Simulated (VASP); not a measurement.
Input of a VASP 6.6.1 run:

File INCAR:

```
PREC = Accurate
ENCUT = 520
EDIFF = 1E-7
ISMEAR = 0
SIGMA = 0.05
LREAL = F
LASPH = T
NELM = 60
ALGO = Normal
ISIF = 2
LWAVE = F
LCHARG = F
GGA = CA
NBANDS = 12
```

File KPOINTS:

```
Automatic mesh
0
Gamma
  8 8 8
```

POSCAR

```
CsH
1.0
    0.0000000000      2.9329600000      3.3155200000
    2.9329600000      0.0000000000      3.3155200000
    2.9329600000      2.9329600000      0.0000000000
Cs H
1 1
Direct
    0.0000000000      0.0000000000      0.0000000000
    0.5000000000      0.5000000000      0.5000000000
```

Potentials or basis: VASP PAW LDA potentials, release 64 (Cs_sv, H).

The run is started by

```sh
$ cat potpaw_LDA.64/Cs_sv/POTCAR potpaw_LDA.64/H/POTCAR > POTCAR
$ mpirun -np 1 vasp_std > vasp.out
```

Q: What does it give for the pressure?

A: 0.4 GPa.

Q: What does it give for the band gap on the k mesh?

A: 1.64 eV, direct.

Stress tensor (GPa, compression positive):
```
 1.56  0.00  0.00
 0.00  1.56  0.00
 0.00  0.00 -1.79
```

Caveat: the cell differs from its parent crystal (strain -0.080 along x and y, +0.040 along z); spin-orbit coupling is left out, which moves the levels of the heavy elements. A k mesh can miss the band edges.
